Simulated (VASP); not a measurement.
# Ir (Fm-3m) in VASP: a series of runs

Runs on Ir. Level: PBE. Tasks: single point.

Program: VASP 6.6.1. These are calculated values, not measurements. Logs are shortened: lines on timing, memory, paths and dates and some standing lists are left out, and cuts for length are marked.

**1. The cell of the first run**

It takes space group Fm-3m (No. 225, cubic). Conventional cell: a = 3.972 Å, b = 3.972 Å, c = 3.972 Å, α = 90.00°, β = 90.00°, γ = 90.00°. Ir (site symmetry m-3m) has 12 Ir at 2.81 Å within 3.7 Å.

**2. Single point, PBE, collinear spin (15.67 Å³/atom)**

Input file INCAR:

```
SYSTEM = Ir
  ALGO = Normal
  EDIFF = 1E-6
  ENCUT = 520
  GGA = PE
  ISIF = 2
  ISMEAR = -1
  ISPIN = 2
  LASPH = .TRUE.
  LCHARG = .FALSE.
  LMAXMIX = 4
  LORBIT = 11
  LREAL = .FALSE.
  LWAVE = .FALSE.
  MAGMOM = 1
  NBANDS = 14
  NELM = 150
  PREC = Accurate
  SIGMA = 0.05
```

Input file KPOINTS:

```
k-points
0
G
  23 23 23
  0 0 0
```

Input file POSCAR:

```
Ir
1.0
    0.0000000000      1.9860324297      1.9860324297
    1.9860324297      0.0000000000      1.9860324297
    1.9860324297      1.9860324297      0.0000000000
Ir
1
Direct
    0.0000000000      0.0000000000      0.0000000000
```

Potentials or basis: VASP PAW PBE potentials, release 64 (Ir).

On the command line:

```
> cat potpaw_PBE.64/Ir/POTCAR > POTCAR
> mpirun -np 1 vasp_std > vasp.out
```

OUTCAR:

```text
SYSTEM = Ir
   EDIFF = 1E-6
   ENCUT = 520
   GGA = PE
   ISIF = 2
   ISMEAR = -1
   ISPIN = 2
   LASPH = .TRUE.
   LORBIT = 11
   LREAL = .FALSE.
   NELM = 150
   PREC = Accurate

 ion  position               nearest neighbor table
   1  0.000  0.000  0.000-

  LATTYP: Found a face centered cubic cell.
 ALAT       =     3.9720648594

  Lattice vectors:

 A1 = (   0.0000000000,   1.9860324297,   1.9860324297)
 A2 = (   1.9860324297,   0.0000000000,   1.9860324297)
 A3 = (   1.9860324297,   1.9860324297,   0.0000000000)

Analysis of symmetry for initial positions (statically):
=====================================================================
 Subroutine PRICEL returns:
 Original cell was already a primitive cell.

 Routine SETGRP: Setting up the symmetry group for a
 face centered cubic supercell.

 Subroutine GETGRP returns: Found 48 space group operations
 (whereof 48 operations were pure point group operations)
 out of a pool of 48 trial point group operations.

The static configuration has the point symmetry O_h .

Analysis of symmetry for dynamics (positions and initial velocities):
=====================================================================
 Subroutine PRICEL returns:
 Original cell was already a primitive cell.

 Routine SETGRP: Setting up the symmetry group for a
 face centered cubic supercell.

 Subroutine GETGRP returns: Found 48 space group operations
 (whereof 48 operations were pure point group operations)
 out of a pool of 48 trial point group operations.

The dynamic configuration has the point symmetry O_h .

Analysis of structural, dynamic, and magnetic symmetry:
=====================================================================
 Subroutine PRICEL returns:
 Original cell was already a primitive cell.

 Routine SETGRP: Setting up the symmetry group for a
 face centered cubic supercell.

 Subroutine GETGRP returns: Found 48 space group operations
 (whereof 48 operations were pure point group operations)
 out of a pool of 48 trial point group operations.

The overall configuration has the point symmetry O_h .

 Subroutine INISYM returns: Found 48 space group operations
 (whereof 48 operations are pure point group operations),
 and found     1 'primitive' translations

----------------------------------------------------------------------------------------

                                     Primitive cell

  volume of cell :      15.6671

[... 125 lines left out ...]

 number of electron       8.9999999 magnetization      -0.0001533

 Free energy of the ion-electron system (eV)
  ---------------------------------------------------
  ext. energy  EPLUGINS =         0.00000000
  ---------------------------------------------------
  free energy    TOTEN  =        -8.77162028 eV

  energy without entropy =       -8.76399667  energy(sigma->0) =       -8.76780847

 E-fermi :   8.6854     XC(G=0): -13.3868

 val. band max:        8.6702199752   @ k =  -0.3478   0.3043   0.0000
 cond. band min:       8.6896045566   @ k =  -0.3043   0.3478   0.0435
 fundamental gap:      0.0193845814
 Fermi energy:         8.6853827685

 spin component 1

 k-point     1 :       0.0000    0.0000    0.0000
  band No.  band energies     occupation
      1      -1.3324      1.00000
      2       5.3960      1.00000
      3       5.3960      1.00000
      4       5.3960      1.00000
      5       7.6770      1.00000
      6       7.6770      1.00000
      7      23.2025      0.00000
      8      28.1918      0.00000
      9      28.1918      0.00000
     10      28.1918      0.00000
     11      32.8269      0.00000
     12      40.0511      0.00000
     13      40.0511      0.00000
     14      40.0511      0.00000
[... 379 lines left out ...]
      3       5.3701      1.00000
      4       7.8541      1.00000
      5       9.4163      0.00000
      6       9.8873      0.00000
      7      14.9860      0.00000
      8      22.8441      0.00000
      9      27.3726      0.00000
     10      27.5946      0.00000
     11      36.4403      0.00000
     12      36.4997      0.00000
     13      37.8607      0.00000
     14      41.4164      0.00000

 [... further k-points ...]

 spin component 2

 k-point     1 :       0.0000    0.0000    0.0000
  band No.  band energies     occupation
      1      -1.3325      1.00000
      2       5.3959      1.00000
      3       5.3959      1.00000
      4       5.3959      1.00000
      5       7.6768      1.00000
      6       7.6768      1.00000
      7      23.2025      0.00000
      8      28.1918      0.00000
      9      28.1918      0.00000
     10      28.1918      0.00000
     11      32.8268      0.00000
     12      40.0510      0.00000
     13      40.0510      0.00000
     14      40.0510      0.00000
[... 379 lines left out ...]
      3       5.3699      1.00000
      4       7.8540      1.00000
      5       9.4162      0.00000
      6       9.8872      0.00000
      7      14.9859      0.00000
      8      22.8441      0.00000
      9      27.3726      0.00000
     10      27.5945      0.00000
     11      36.4402      0.00000
     12      36.4996      0.00000
     13      37.8606      0.00000
     14      41.4145      0.00000

 [... further k-points ...]

------------------------ aborting loop because EDIFF is reached ----------------------------------------

  FORCE on cell =-STRESS in cart. coord.  units (eV):
  Direction    XX          YY          ZZ          XY          YZ          ZX
  --------------------------------------------------------------------------------------
  -------------------------------------------------------------------------------------
  Total       -2.1397776     -2.1397776     -2.1397776     -0.0000000     -0.0000000      0.0000000
  in kB     -218.8216163   -218.8216163   -218.8216163     -0.0000000     -0.0000000      0.0000000
  external PRESSURE =    -218.8216163 kB  Pullay stress =       0.0000000 kB

 VOLUME and BASIS-vectors are now :
 -----------------------------------------------------------------------------
  energy-cutoff  :      520.00
  volume of cell :       15.67
      direct lattice vectors                 reciprocal lattice vectors
     0.000000000  1.986032430  1.986032430    -0.251758225  0.251758225  0.251758225
     1.986032430  0.000000000  1.986032430     0.251758225 -0.251758225  0.251758225
     1.986032430  1.986032430  0.000000000     0.251758225  0.251758225 -0.251758225

 POSITION                                       TOTAL-FORCE (eV/Angst)
 -----------------------------------------------------------------------------------
      0.00000      0.00000      0.00000         0.000000     -0.000000     -0.000000
 -----------------------------------------------------------------------------------
    total drift:                               -0.000000      0.000000     -0.000000

  FREE ENERGIE OF THE ION-ELECTRON SYSTEM (eV)
  ---------------------------------------------------
  free  energy   TOTEN  =        -8.7716202760 eV

  energy  without entropy=       -8.7639966672  energy(sigma->0) =       -8.76780847

 total charge

# of ion       s       p       d       tot
------------------------------------------
    1        0.619   0.610   6.852   8.081

 magnetization (x)

# of ion       s       p       d       tot
------------------------------------------
    1        0.000   0.000  -0.000  -0.000
```

stdout:

```text
POSCAR found type information on POSCAR Ir
 POSCAR found :  1 types and       1 ions
 scaLAPACK will be used
 LDA part: xc-table for (Slater+PW92), standard interpolation
 POSCAR, INCAR and KPOINTS ok, starting setup
 FFT: planning ... GRIDC
 FFT: planning ... GRID_SOFT
 FFT: planning ... GRID
 WAVECAR not read
 entering main loop
```

It took 1.7 min on 1 thread of AMD EPYC 9R45 (Zen 5), shared host; peak memory 0.22 GiB.

What came out:

| Item | Value |
| --- | --- |
| Free energy | -8.7716 eV |
| Pressure | -21.9 GPa |
| Net moment | 0.00 μB per cell |
| Valence electrons inside the program's atomic spheres | Ir 8.08 |

Caveat: the cell stands under tension; spin-orbit coupling is left out, which moves the levels of the heavy elements.

**3. Single point, PBE, collinear spin (16.25 Å³/atom)**

This run uses another cell than the first one, of 16.25 Å³/atom.

Input file INCAR:

```
SYSTEM = Ir
PREC = Accurate
ENCUT = 520
EDIFF = 1E-6
ISMEAR = -1
SIGMA = 0.05
LREAL = .FALSE.
LASPH = .TRUE.
NELM = 150
ALGO = Normal
ISIF = 2
LWAVE = .FALSE.
LCHARG = .FALSE.
ISPIN = 2
MAGMOM = 1
LORBIT = 11
LMAXMIX = 4
GGA = PE
NBANDS = 14
```

Input file KPOINTS:

```
Automatic mesh
0
G
  23 23 23
  0 0 0
```

Input file POSCAR:

```
Ir
1.0
    0.0000000000      2.0102547246      2.0102547246
    2.0102547246      0.0000000000      2.0102547246
    2.0102547246      2.0102547246      0.0000000000
Ir
1
Direct
    0.0000000000      0.0000000000      0.0000000000
```

Potentials or basis: VASP PAW PBE potentials, release 64 (Ir).

On the command line:

```
> cat potpaw_PBE.64/Ir/POTCAR > POTCAR
> mpirun -np 1 vasp_std > vasp.out
```

Wall time 99 s (1 thread of AMD EPYC 9R45 (Zen 5), shared host); peak memory 0.21 GiB.

Results (log left out):

| Property | Result |
| --- | --- |
| Free energy | -8.6785 eV |
| Pressure | -29.4 GPa |
| Net moment | 0.00 μB per cell |
| Valence electrons inside the program's atomic spheres | Ir 7.99 |

Levels at points of the mesh, in eV from the Fermi level:
Spin up:
```tsv
k point	band 1	band 2	band 3	band 4	band 5	band 6	band 7	band 8	band 9
(0.00, 0.00, 0.00)	-9.65	-3.11	-3.11	-3.11	-0.96	-0.96	14.55	19.34	19.34
```
Spin down:
| k point | band 1 | band 2 | band 3 | band 4 | band 5 | band 6 | band 7 | band 8 | band 9 |
| --- | --- | --- | --- | --- | --- | --- | --- | --- | --- |
| (0.00, 0.00, 0.00) | -9.65 | -3.11 | -3.11 | -3.11 | -0.96 | -0.96 | 14.55 | 19.34 | 19.34 |

Caveat: the cell stands under tension; spin-orbit coupling is left out, which moves the levels of the heavy elements.

**4. Single point, PBE, non-collinear spin, typed start, spin-orbit coupling**

This run uses another cell than the first one, of 14.51 Å³/atom.

Input file INCAR:

```
SYSTEM = Ir
PREC     = Accurate       ! precision mode
ENCUT    = 520            ! plane-wave cutoff, eV
EDIFF    = 1E-6           ! SCF threshold, eV
ISMEAR   = -1             ! smearing method
SIGMA    = 0.05           ! smearing width, eV
LREAL    = .False.        ! projectors in reciprocal space
LASPH    = .True.         ! aspherical terms in the spheres
NELM     = 150            ! most SCF steps
ALGO     = Normal         ! electronic algorithm
ISIF     = 2              ! what is computed and relaxed
LWAVE    = .False.        ! write WAVECAR
LCHARG   = .False.        ! write CHGCAR
MAGMOM   = 0 0 1          ! initial moments
LORBIT   = 11             ! projections on sites
LSORBIT  = .True.         ! spin-orbit coupling
GGA_COMPAT= .False.      
LORBMOM  = .True.       
LMAXMIX  = 4              ! l up to which the mixer works
GGA      = PE             ! functional
NBANDS   = 20             ! bands
```

Input file KPOINTS:

```
Automatic mesh
0
Gamma
  14 14 14
  0 0 0
```

Input file POSCAR:

```
Ir
1.0
    0.0000000000      1.9357313510      1.9357313510
    1.9357313510      0.0000000000      1.9357313510
    1.9357313510      1.9357313510      0.0000000000
Ir
1
Direct
    0.0000000000      0.0000000000      0.0000000000
```

On the command line:

```
> cat potpaw_PBE.64/Ir/POTCAR > POTCAR
> mpirun -np 1 vasp_ncl > vasp.out
```

Wall time 1.9 min (1 thread of AMD EPYC 9R45 (Zen 5), shared host); peak memory 0.24 GiB.

Results (log left out):

| Item | Value |
| --- | --- |
| Free energy | -9.2376 eV |
| Pressure | 1.6 GPa |
| Net moment | 0.00 μB per cell |
| Valence electrons inside the program's atomic spheres | Ir 8.32 |

Moments on the atoms (μB; x, y, z):
```
Ir  0.00 0.00 0.00
```

**5. The runs side by side**

```tsv
spin	cell	k mesh	gap on the mesh (eV)	pressure (GPa)	moment (μB)
collinear	a = 2.809 Å, angles 60.0°, 1 atom	23 × 23 × 23	none	-21.9	0.00
collinear	a = 2.843 Å, angles 60.0°, 1 atom	23 × 23 × 23	none	-29.4	0.00
non-collinear, typed start, SOC	a = 2.738 Å, angles 60.0°, 1 atom	14 × 14 × 14	-	1.6	0.00
```

Alike in all rows: task single point; level PBE; potentials or basis VASP PAW PBE potentials, release 64 (Ir); cutoff (eV) 520; smearing fermi-dirac 0.05 eV.

Caveats: the cell stands under tension (at least some runs); spin-orbit coupling is left out, which moves the levels of the heavy elements (at least some runs).

Total energies depend on the potentials used, so only differences within one code and one set of settings carry meaning.
